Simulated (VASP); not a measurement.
The system is CoO.

```
CELL_PARAMETERS angstrom
-1.50800 1.50800 2.10725
1.50800 -1.50800 2.10725
1.50800 1.50800 -2.10725
ATOMIC_POSITIONS crystal
Co 0.00000 0.00000 0.00000
O 0.50000 0.50000 0.00000
```

Base run:

- Program: VASP 6.6.1
- Functional: PBE
- Potentials or basis: VASP PAW PBE potentials, release 64 (Co, O)
- Cutoff: 520 eV
- k mesh: 10 × 10 × 10
- Occupations: gaussian, width 0.1 eV
- Spin: collinear spin, ferromagnetic start
- Starting moments: [2.0, 0.0] μB

Its results: pressure -0.5 GPa; net moment 2.89 μB per cell; site moments Co +2.55; O +0.29 μB.

**Question.** The run is repeated on the same cell with these changes: potentials or basis from VASP PAW PBE potentials, release 64 (Co, O) to VASP PAW PBE potentials, release 64 (Co_sv, O); cutoff from 520 eV to 600 eV; further incar settings from ALGO = Normal; EDIFF = 1e-06; NBANDS = 18 to ALGO = Normal; EDIFF = 1e-06; NBANDS = 22; valence electrons from 15 to 23. What comes out?

**Answer.** Pressure -2.6 GPa; net moment 2.91 μB per cell; site moments Co +2.51; O +0.29 μB.

Caveats: a cell with one magnetic atom can't hold antiferromagnetic order, which such compounds often take.
